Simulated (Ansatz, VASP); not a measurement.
## Two plane-wave programs on Ni

```
CELL_PARAMETERS angstrom
3.51852 0.00000 0.00000
0.00000 -3.51852 0.00000
0.00000 0.00000 -3.51852
ATOMIC_POSITIONS crystal
Ni 0.00000 0.50000 0.50000
Ni 0.50000 0.00000 0.50000
Ni 0.50000 0.50000 0.00000
Ni 0.00000 0.00000 0.00000
```

Alike in both runs: functional PBE; k mesh 12 × 12 × 12; occupations gaussian, width 0.1 eV; collinear spin.

Ansatz relaxed the structure, and its values are those at the end. VASP's run is a single point on that final structure, the one shown.

|  | VASP | Ansatz |
| --- | --- | --- |
| version | VASP 6.6.1 | Ansatz 0.2.0 |
| potentials or method | VASP PAW PBE potentials, release 64 (Ni), cutoff 520 eV | scalar-relativistic, plane waves, PAW |
| valence electrons in the cell | 40 | 72 |

|  | VASP | Ansatz | Ansatz less VASP |
| --- | --- | --- | --- |
| gap on the k mesh at the Fermi level (eV) | none | none | - |
| pressure (GPa) | 0.0 | 0.1 | +0.13 |
| net moment per atom (μB) | 0.64 | 0.66 | +0.017 |
| size of the moment on the site where the two differ most (μB) | 0.65 | 0.70 | +0.044 |

Site moments also hang on the region over which each program counts them. A gap of «none» marks a metal or a gap that the smearing closes. With one functional, cell and mesh, what is left measures potentials, basis and numerics. VASP's potentials hold 40 valence electrons a cell and Ansatz's 72, so a difference there can come from the potentials and not from the codes.
